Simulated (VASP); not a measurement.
# ScAl3 (I4/mmm) in VASP: notebook, part 2 of 2

VASP 6.6.1. Earlier steps stand in the parts before.

### 5 Single point, PBEsol (atoms displaced along a vibrational mode)

Input file INCAR:

```
SYSTEM = ScAl3
PREC = Accurate ; ENCUT = 520
EDIFF = 1E-7 ; ISMEAR = 0
SIGMA = 0.15 ; LREAL = .FALSE.
LASPH = .TRUE. ; NELM = 80
ALGO = Fast ; ISIF = 2
LWAVE = .FALSE. ; LCHARG = .TRUE.
GGA = PS ; LELF = .TRUE.
LVHAR = .TRUE. ; NBANDS = 30
```

Input file KPOINTS:

```
Automatic mesh
0
G
  10 10 10
  0 0 0
```

Input file POSCAR:

```
ScAl3
1.0
   -4.0712986161      0.0000000000     -4.0712986161
    0.0000000000     -4.0712986161     -4.0712986161
   -4.0712986161     -4.0712986161      0.0000000000
Sc Al
2 6
Direct
    0.0000000000      0.0000000000      0.0000000000
    0.5000000000      0.5000000000      0.5000000000
   -0.0009210820      0.5009210820      0.5009210820
    0.5009210820     -0.0009210820     -0.0009210820
   -0.0009210820      0.5009210820     -0.0009210820
    0.5009210820     -0.0009210820      0.5009210820
    0.4981578359      0.4981578359      0.0018421641
    1.0018421641      1.0018421641      0.4981578359
```

Potentials or basis: VASP PAW PBE potentials, release 64 (Sc_sv, Al).

On the command line:

```
> cat potpaw_PBE.64/Sc_sv/POTCAR potpaw_PBE.64/Al/POTCAR > POTCAR
> mpirun -np 1 vasp_std > vasp.out
```

OUTCAR:

```text
SYSTEM = ScAl3
   PREC = Accurate
   ENCUT = 520
   EDIFF = 1E-7
   ISMEAR = 0
   LREAL = .FALSE.
   LASPH = .TRUE.
   NELM = 80
   ISIF = 2
   GGA = PS

 ion  position               nearest neighbor table
   1  0.000  0.000  0.000-   4 2.88   6 2.88   3 2.88   5 2.88   3 2.88   6 2.88   4 2.88   5 2.88
                             8 2.88   8 2.88   7 2.88   7 2.88
   2  0.500  0.500  0.500-   3 2.88   6 2.88   4 2.88   5 2.88   4 2.88   6 2.88   3 2.88   5 2.88
                             8 2.88   7 2.88   7 2.88   8 2.88
   3  0.999  0.501  0.501-   5 2.87   6 2.87   7 2.87   8 2.87   2 2.88   2 2.88   1 2.88   1 2.88
                             8 2.88   7 2.88   6 2.89   5 2.89
[... 1018 lines left out ...]
  in kB        1.3886260      1.3886260      1.3390236      0.0000000      0.0000000      0.0000000
  external PRESSURE =       1.3720919 kB  Pullay stress =       0.0000000 kB

 VOLUME and BASIS-vectors are now :
 -----------------------------------------------------------------------------
  energy-cutoff  :      520.00
  volume of cell :      134.97
      direct lattice vectors                 reciprocal lattice vectors
    -4.071298616  0.000000000 -4.071298616    -0.122810938  0.122810938 -0.122810938
     0.000000000 -4.071298616 -4.071298616     0.122810938 -0.122810938 -0.122810938
    -4.071298616 -4.071298616  0.000000000    -0.122810938 -0.122810938  0.122810938

 POSITION                                       TOTAL-FORCE (eV/Angst)
 -----------------------------------------------------------------------------------
      0.00000      0.00000      0.00000         0.000000      0.000000      0.000000
     -4.07130     -4.07130     -4.07130         0.000000      0.000000      0.000000
     -6.10695     -4.07880     -6.10695         0.000000      0.017400      0.000000
     -6.10695     -8.13510     -6.10695         0.000000     -0.017400      0.000000
     -8.13510     -6.10695     -6.10695        -0.017400      0.000000      0.000000
     -4.07880     -6.10695     -6.10695         0.017400      0.000000      0.000000
     -2.03565     -2.03565     -4.05630         0.000000      0.000000     -0.034761
     -2.03565     -2.03565     -0.01500         0.000000      0.000000      0.034761
 -----------------------------------------------------------------------------------
    total drift:                                0.000000      0.000000     -0.000000

  FREE ENERGIE OF THE ION-ELECTRON SYSTEM (eV)
  ---------------------------------------------------
  free  energy   TOTEN  =       -41.5414361547 eV

  energy  without entropy=      -41.5141172763  energy(sigma->0) =      -41.52777672
```

OSZICAR:

```text
N       E                     dE             d eps       ncg     rms          rms(c)
DAV:   1     0.355707413549E+03    0.35571E+03   -0.16072E+04  6176   0.121E+03
DAV:   2    -0.147000044206E+02   -0.37041E+03   -0.36324E+03  6808   0.424E+02
DAV:   3    -0.427328900313E+02   -0.28033E+02   -0.26910E+02 10300   0.110E+02
[... 16 lines left out ...]
RMM:  20    -0.415414359903E+02    0.17590E-04   -0.66083E-05  9099   0.405E-02    0.854E-03
RMM:  21    -0.415414362372E+02   -0.24687E-06   -0.54200E-06  8312   0.117E-02    0.718E-03
RMM:  22    -0.415414360918E+02    0.14540E-06   -0.16877E-06  7755   0.803E-03    0.520E-03
RMM:  23    -0.415414363534E+02   -0.26159E-06   -0.26252E-07  6292   0.497E-03    0.324E-03
RMM:  24    -0.415414362011E+02    0.15223E-06   -0.55890E-07  6604   0.464E-03    0.133E-03
RMM:  25    -0.415414361547E+02    0.46427E-07   -0.24322E-07  6035   0.401E-03
   1 F= -.41541436E+02 E0= -.41527777E+02  d E =-.273189E-01
```

stdout:

```text
POSCAR found type information on POSCAR ScAl
 POSCAR found :  2 types and       8 ions
 scaLAPACK will be used
 -----------------------------------------------------------------------------
|                                                                             |
|                                                                             |
|     You enforced a specific xc type in the INCAR file but a different       |
|     I HOPE YOU KNOW WHAT YOU ARE DOING!                                     |
|                                                                             |
 -----------------------------------------------------------------------------

 LDA part: xc-table for (Slater+PW92), standard interpolation
 POSCAR, INCAR and KPOINTS ok, starting setup
 FFT: planning ... GRIDC
 FFT: planning ... GRID_SOFT
 FFT: planning ... GRID
 WAVECAR not read
 entering main loop
```

Run time: 8.6 min. Hardware: 1 thread of Intel Xeon 6975P-C (Granite Rapids), shared host; peak memory 0.55 GiB.

What came out:

- Free energy: -41.5414 eV
- Pressure: 0.1 GPa
- Largest force: 0.035 eV/Å
- Band gap on the k mesh: zero (bands 20 and 21 overlap by 2.76 eV)

Forces in eV/Å, atoms in the order of the input:
```
Sc   0.000  0.000  0.000
Sc   0.000  0.000  0.000
Al   0.000  0.017  0.000
Al   0.000 -0.017  0.000
Al  -0.017  0.000  0.000
Al   0.017  0.000  0.000
Al   0.000  0.000 -0.035
Al   0.000  0.000  0.035
```

Levels at points of the mesh, in eV from the Fermi level:
| k point | band 16 | band 17 | band 18 | band 19 | band 20 | band 21 | band 22 | band 23 | band 24 | band 25 |
| --- | --- | --- | --- | --- | --- | --- | --- | --- | --- | --- |
| (0.00, 0.00, 0.00) | -2.98 | -2.66 | -2.66 | -1.83 | -1.83 | -1.83 | 0.93 | 1.20 | 1.28 | 1.28 |
| (0.50, 0.00, 0.00) | -3.79 | -1.28 | -1.28 | -1.27 | -1.27 | 1.00 | 1.00 | 1.95 | 1.95 | 1.96 |
| (0.50, 0.50, 0.00) | -1.75 | -1.53 | -0.57 | -0.57 | 0.93 | 1.01 | 1.01 | 1.19 | 1.32 | 1.36 |
| (0.00, 0.50, 0.50) | -1.75 | -1.53 | -0.57 | -0.57 | 0.93 | 1.01 | 1.01 | 1.19 | 1.33 | 1.36 |

Caveat: the cell differs from its parent crystal (atoms displaced along a vibrational mode); the PAW data sets were made with another functional, which shifts forces and pressure a little.

### 6 The runs side by side

| cell | further INCAR settings | gap on the mesh (eV) | pressure (GPa) | largest force (eV/Å) |
| --- | --- | --- | --- | --- |
| as given, atomic positions A | ALGO = Fast; EDIFF = 1e-07; NBANDS = 30 | none | 0.3 | 0.24 |
| as given, atomic positions B | ALGO = Fast; EDIFF = 1e-06; NBANDS = 30 | none | 0.2 | 0.17 |
| as given, atomic positions C | ALGO = Fast; EDIFF = 1e-07; NBANDS = 30 | none | 0.2 | 0.10 |
| as given, atomic positions D | ALGO = Fast; EDIFF = 1e-07; NBANDS = 30 | none | 0.1 | 0.03 |

Alike in all rows: task single point; level PBEsol; potentials or basis VASP PAW PBE potentials, release 64 (Sc_sv, Al); no spin polarisation; k mesh 10 × 10 × 10; cutoff (eV) 520; smearing gaussian 0.15 eV.

Caveats: the PAW data sets were made with another functional, which shifts forces and pressure a little.

Total energies depend on the potentials used, so only differences within one code and one set of settings carry meaning.
